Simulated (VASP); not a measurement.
Runs of VASP 6.6.1 on Mg2H3. The structure is that of space group Cmmm (No. 65), or close to it. The cells are those of the table. 

| task | cell | k mesh | cutoff (eV) | gap on the mesh (eV) | pressure (GPa) | largest force (eV/Å) |
| --- | --- | --- | --- | --- | --- | --- |
| relaxation of cell and atoms | relaxed from a = 5.475, b = 5.475, c = 2.956 Å, angles 90.0, 90.0, 124.0°, 5 atoms | 4 × 4 × 6 | 600 | none | 0.0 | 0.01 |
| single point | a = 5.503, b = 5.503, c = 2.914 Å, angles 90.0, 90.0, 122.5°, 5 atoms | 8 × 8 × 12 | 520 | none | -0.2 | 0.01 |
| single point | a = 2.956, b = 5.475, c = 5.475 Å, angles 124.0, 90.0, 90.0°, 5 atoms | 4 × 6 × 6 | 520 | none | -0.2 | 0.01 |
| single point | a = 5.506, b = 5.506, c = 2.946 Å, angles 90.0, 90.0, 123.9°, 5 atoms | 4 × 4 × 6 | 520 | none | -0.1 | (a) |

Alike in all rows: level PBE; potentials or basis VASP PAW PBE potentials, release 64 (Mg, H); no spin polarisation; smearing gaussian 0.1 eV.

Task: Fill in the values left out.

Result: (a) 0.03.

Caveats: some runs use coarse meshes.

A gap of «none» marks levels without a gap at the run's occupations.
